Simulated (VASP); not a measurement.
# Pd (Im-3m) in VASP: a series of runs

Pd is run at these levels: revPBE; tasks: single point.

Program: VASP 6.6.1. These are calculated values, not measurements. Logs are shortened: lines on timing, memory, paths and dates and some standing lists are left out, and cuts for length are marked.

## Step 1: The cell of the first run

The structure is cubic, space group Im-3m (No. 229). Conventional cell: a = 3.204 Å, b = 3.204 Å, c = 3.204 Å, α = 90.00°, β = 90.00°, γ = 90.00°. Pd (site symmetry m-3m) has 14 Pd at 2.77 to 3.20 Å within 3.7 Å.

This isn't the form of Pd at room conditions, which is fcc.

## Step 2: Single point, revPBE (16.44 Å³/atom)

The input, INCAR:

```
SYSTEM = Pd
  ALGO = Normal
  EDIFF = 1E-6
  ENCUT = 500
  GGA = RE
  GGA_COMPAT = .False.
  ISIF = 2
  ISMEAR = -1
  LASPH = .True.
  LCHARG = .False.
  LREAL = .False.
  LWAVE = .False.
  NBANDS = 11
  NELM = 120
  PREC = Accurate
  SIGMA = 0.1
```

The input, KPOINTS:

```
k-points
0
Gamma
  16 16 16
  0 0 0
```

The input, POSCAR:

```
Pd
1.0
   -1.6018575790      1.6018575790      1.6018575790
    1.6018575790     -1.6018575790      1.6018575790
    1.6018575790      1.6018575790     -1.6018575790
Pd
1
Direct
    0.0000000000      0.0000000000      0.0000000000
```

Potentials or basis: VASP PAW PBE potentials, release 64 (Pd).

On the command line:

```bash
> cat potpaw_PBE.64/Pd/POTCAR > POTCAR
> mpirun -np 1 vasp_std > vasp.out
```

OUTCAR:

```text
SYSTEM = Pd
   EDIFF = 1E-6
   ENCUT = 500
   GGA = RE
   ISIF = 2
   ISMEAR = -1
   LASPH = .True.
   LREAL = .False.
   NELM = 120
   PREC = Accurate

 ion  position               nearest neighbor table
   1  0.000  0.000  0.000-

  LATTYP: Found a body centered cubic cell.
 ALAT       =     3.2037151580

  Lattice vectors:

 A1 = (  -1.6018575790,   1.6018575790,   1.6018575790)
 A2 = (   1.6018575790,  -1.6018575790,   1.6018575790)
 A3 = (   1.6018575790,   1.6018575790,  -1.6018575790)

Analysis of symmetry for initial positions (statically):
=====================================================================
 Subroutine PRICEL returns:
 Original cell was already a primitive cell.

 Routine SETGRP: Setting up the symmetry group for a
 body centered cubic supercell.

 Subroutine GETGRP returns: Found 48 space group operations
 (whereof 48 operations were pure point group operations)
 out of a pool of 48 trial point group operations.

The static configuration has the point symmetry O_h .

Analysis of symmetry for dynamics (positions and initial velocities):
=====================================================================
 Subroutine PRICEL returns:
 Original cell was already a primitive cell.

 Routine SETGRP: Setting up the symmetry group for a
 body centered cubic supercell.

 Subroutine GETGRP returns: Found 48 space group operations
 (whereof 48 operations were pure point group operations)
 out of a pool of 48 trial point group operations.

The dynamic configuration has the point symmetry O_h .

 Subroutine INISYM returns: Found 48 space group operations
 (whereof 48 operations are pure point group operations),
 and found     1 'primitive' translations

----------------------------------------------------------------------------------------

                                     Primitive cell

  volume of cell :      16.4411

  direct lattice vectors                    reciprocal lattice vectors
    -1.601857579  1.601857579  1.601857579     0.000000000  0.312137612  0.312137612
     1.601857579 -1.601857579  1.601857579     0.312137612  0.000000000  0.312137612
     1.601857579  1.601857579 -1.601857579     0.312137612  0.312137612  0.000000000

  length of vectors
     2.774498713  2.774498713  2.774498713     0.441429245  0.441429245  0.441429245

  position of ions in fractional coordinates (direct lattice)
     0.000000000  0.000000000  0.000000000

  ion indices of the primitive-cell ions
   primitive index   ion index
                 1           1

----------------------------------------------------------------------------------------

 KPOINTS: k-points

Automatic generation of k-mesh.
 Grid dimensions read from file:
 generate k-points for:   16   16   16

 Generating k-lattice:

  Cartesian coordinates                     Fractional coordinates (reciprocal lattice)
     0.000000000  0.019508601  0.019508601     0.062500000  0.000000000  0.000000000
     0.019508601  0.000000000  0.019508601     0.000000000  0.062500000  0.000000000
     0.019508601  0.019508601  0.000000000     0.000000000  0.000000000  0.062500000

  Length of vectors
     0.027589328  0.027589328  0.027589328

  Shift w.r.t. Gamma in fractional coordinates (k-lattice)
     0.000000000  0.000000000  0.000000000

 Subroutine IBZKPT returns following result:
 ===========================================

 Found    145 irreducible k-points:

 Following reciprocal coordinates:
            Coordinates               Weight
  0.000000  0.000000  0.000000      1.000000
  0.062500  0.000000  0.000000     12.000000
  0.125000  0.000000  0.000000     12.000000
  0.187500  0.000000  0.000000     12.000000
  0.250000  0.000000  0.000000     12.000000
  0.312500  0.000000  0.000000     12.000000
[... 16 lines left out ...]
  0.187500  0.187500  0.000000     24.000000
  0.250000  0.187500  0.000000     48.000000
 [... further k-points ...]
   k-points           NKPTS =    145   k-points in BZ     NKDIM =    145   number of bands    NBANDS=     11
   number of dos      NEDOS =    301   number of ions     NIONS =      1
   total plane-waves  NPLWV =   8000
   dimension x,y,z NGX =    20 NGY =   20 NGZ =   20
   dimension x,y,z NGXF=    40 NGYF=   40 NGZF=   40
   ions per type =               1
   NGX,Y,Z   is equivalent  to a cutoff of  11.98, 11.98, 11.98 a.u.
   NGXF,Y,Z  is equivalent  to a cutoff of  23.97, 23.97, 23.97 a.u.
 SYSTEM =  Pd
   PREC   = accura    normal or accurate (medium, high low for compatibility)
   ISTART =      0    job   : 0-new  1-cont  2-samecut
   ICHARG =      2    charge: 1-file 2-atom 10-const
   ISPIN  =      1    spin polarized calculation?
   LNONCOLLINEAR =      F non collinear calculations
   LSORBIT =      F    spin-orbit coupling
   LASPH  =      T    aspherical Exc in radial PAW
   ENCUT  =  500.0 eV  36.75 Ry    6.06 a.u.   5.06  5.06  5.06*2*pi/ulx,y,z
   NELM   =    120;   NELMIN=  2; NELMDL= -5     # of ELM steps
   EDIFF  = 0.1E-05   stopping-criterion for ELM
   LREAL  =      F    real-space projection
   EDIFFG = 0.1E-04   stopping-criterion for IOM
   NSW    =      0    number of steps for IOM
   IBRION =     -1    ionic relax: 0-MD 1-quasi-New 2-CG
   NFREE  =      0    steps in history (QN), initial steepest desc. (CG)
   ISIF   =      2    stress and relaxation
   ISYM   =      2    0-nonsym 1-usesym 2-fastsym
   POTIM  = 0.5000    time-step for ionic-motion
   TEBEG  =    0.0;   TEEND  =   0.0 temperature during run
   PSTRESS=    0.0 pullay stress
   NELECT =      10.0000    total number of electrons
   NUPDOWN=      -1.0000    fix difference up-down
   EMIN   =  10.00;   EMAX   =-10.00  energy-range for DOS
   EFERMI =   0.00;   METHOD = LEGACY
   ISMEAR =    -1;   SIGMA  =   0.10  broadening in eV -4-tet -1-fermi 0-gaus
   EFERMI_NEDOS =   21; number of points for ismear=-14 and -15
   IALGO  =     38    algorithm
   IMIX   =      4    mixing-type and parameters
     AMIX     =   0.40;   BMIX     =  1.00
     AMIX_MAG =   1.60;   BMIX_MAG =  1.00
  volume/ion in A,a.u.               =      16.44       110.95
  Fermi-wavevector in a.u.,A,eV,Ry     =   1.387068  2.621178 26.177014  1.923956
  Thomas-Fermi vector in A             =   2.511324
   LORBIT       =      0    0 simple, 1 ext, 2 COOP (PROOUT), +10 PAW based schemes
   GGA     = RE    functional components
   LHFCALC =     F    Hartree Fock is set to
   AEXX    =    0.0000 exact exchange contribution
   IVDW    =     0    specifies the selected vdW correction
   LEPSILON=     F    determine dielectric tensor
   LRPA    =     F    only Hartree local field effects (RPA)
 non-spin polarized calculation
  energy-cutoff  :      500.00
  volume of cell :       16.44
 maximum number of plane-waves:       430
   NGX = 11   NGY = 11   NGZ = 11

 number of electron      10.0000000 magnetization

 number of electron       9.9999995 magnetization

 Free energy of the ion-electron system (eV)
  ---------------------------------------------------
  ext. energy  EPLUGINS =         0.00000000
  ---------------------------------------------------
  free energy    TOTEN  =        -4.71451470 eV

  energy without entropy =       -4.66731622  energy(sigma->0) =       -4.69091546

 E-fermi :   8.1652     XC(G=0): -12.4277

 val. band max:        8.1488000905   @ k =  -0.3750   0.4375   0.1250
 cond. band min:       8.1704080145   @ k =   0.5000   0.5000   0.4375
 fundamental gap:      0.0216079240
 Fermi energy:         8.1651562101

 k-point     1 :       0.0000    0.0000    0.0000
  band No.  band energies     occupation
      1       1.8500      2.00000
      2       5.6566      2.00000
      3       5.6566      2.00000
      4       5.6566      2.00000
      5       7.3391      1.99948
      6       7.3391      1.99948
      7      27.2617      0.00000
      8      27.2617      0.00000
      9      27.2617      0.00000
     10      34.7070      0.00000
     11      34.7070      0.00000

 k-point     2 :       0.0625    0.0000    0.0000
  band No.  band energies     occupation
      1       1.9868      2.00000
      2       5.6141      2.00000
      3       5.6592      2.00000
      4       5.7476      2.00000
      5       7.2902      1.99968
      6       7.3422      1.99947
      7      27.1070      0.00000
      8      27.2657      0.00000
      9      27.4078      0.00000
     10      33.2434      0.00000
     11      33.7691      0.00000

 k-point     3 :       0.1250    0.0000    0.0000
  band No.  band energies     occupation
      1       2.3796      2.00000
      2       5.4953      2.00000
      3       5.6646      2.00000
      4       6.0137      2.00000
      5       7.1781      1.99990
      6       7.3528      1.99941
      7      26.4306      0.00000
      8      27.1137      0.00000
      9      27.8236      0.00000
     10      32.0625      0.00000
     11      32.3076      0.00000

 k-point     4 :       0.1875    0.0000    0.0000
  band No.  band energies     occupation
      1       2.9567      2.00000
      2       5.3226      2.00000
      3       5.6980      2.00000
      4       6.4330      2.00000
      5       7.0833      1.99996
      6       7.3732      1.99927
      7      24.8972      0.00000
      8      26.4907      0.00000
      9      28.4445      0.00000
     10      31.2268      0.00000
     11      31.4974      0.00000
[... 239 lines left out ...]
 k-point    22 :       0.4375    0.1250    0.0000
  band No.  band energies     occupation
      1       3.9219      2.00000
      2       4.7395      2.00000
      3       6.9692      1.99999
      4       7.2378      1.99981
      5       8.0139      1.63874
      6      11.2967      0.00000
      7      15.2795      0.00000
      8      21.8473      0.00000
      9      24.2539      0.00000
     10      31.0000      0.00000
     11      33.4972      0.00000

 k-point    23 :       0.1875    0.1875    0.0000
  band No.  band energies     occupation
      1       4.2292      2.00000
      2       5.1707      2.00000
      3       5.4516      2.00000
      4       6.9672      1.99999
      5       7.5414      1.99610
      6       8.4761      0.08545
      7      21.7435      0.00000
      8      22.1498      0.00000
      9      26.2461      0.00000
     10      29.3765      0.00000
     11      33.1805      0.00000

 k-point    24 :       0.2500    0.1875    0.0000
  band No.  band energies     occupation
      1       4.3224      2.00000
      2       5.0198      2.00000
      3       5.8210      2.00000
      4       7.0517      1.99997
      5       7.6191      1.99153
      6       9.6027      0.00000
      7      19.5370      0.00000
      8      21.1835      0.00000
      9      25.4106      0.00000
     10      29.8536      0.00000
     11      33.4039      0.00000

 [... further k-points ...]

------------------------ aborting loop because EDIFF is reached ----------------------------------------

  FORCE on cell =-STRESS in cart. coord.  units (eV):
  Direction    XX          YY          ZZ          XY          YZ          ZX
  --------------------------------------------------------------------------------------
  -------------------------------------------------------------------------------------
  Total       -0.5561211     -0.5561211     -0.5561211      0.0000000      0.0000000      0.0000000
  in kB      -54.1936374    -54.1936374    -54.1936374      0.0000000      0.0000000      0.0000000
  external PRESSURE =     -54.1936374 kB  Pullay stress =       0.0000000 kB

 VOLUME and BASIS-vectors are now :
 -----------------------------------------------------------------------------
  energy-cutoff  :      500.00
  volume of cell :       16.44
      direct lattice vectors                 reciprocal lattice vectors
    -1.601857579  1.601857579  1.601857579     0.000000000  0.312137612  0.312137612
     1.601857579 -1.601857579  1.601857579     0.312137612  0.000000000  0.312137612
     1.601857579  1.601857579 -1.601857579     0.312137612  0.312137612  0.000000000

 POSITION                                       TOTAL-FORCE (eV/Angst)
 -----------------------------------------------------------------------------------
      0.00000      0.00000      0.00000         0.000000      0.000000      0.000000
 -----------------------------------------------------------------------------------
    total drift:                                0.000000     -0.000000     -0.000000

  FREE ENERGIE OF THE ION-ELECTRON SYSTEM (eV)
  ---------------------------------------------------
  free  energy   TOTEN  =        -4.7145147026 eV

  energy  without entropy=       -4.6673162237  energy(sigma->0) =       -4.69091546
```

Run time: 29 s. Hardware: 1 thread of AMD EPYC 7R13, shared host; peak memory 0.11 GiB.

What came out:

* Free energy: -4.7145 eV
* Pressure: -5.4 GPa
* Band gap on the k mesh: zero (bands 5 and 6 overlap by 1.39 eV)

Levels at points of the mesh, in eV from the Fermi level:
```tsv
k point	band 2	band 3	band 4	band 5	band 6	band 7	band 8	band 9
(0.00, 0.00, 0.00)	-2.51	-2.51	-2.51	-0.83	-0.83	19.10	19.10	19.10
(0.50, 0.00, 0.00)	-3.52	-0.89	-0.64	0.48	1.60	7.10	14.85	16.83
(0.50, 0.50, 0.50)	-4.42	0.15	0.15	0.15	8.87	8.87	8.87	16.05
```

Caveat: the cell stands under tension; the PAW data sets were made with another functional, which shifts forces and pressure a little.

(Part 1 of 2 ends here.)
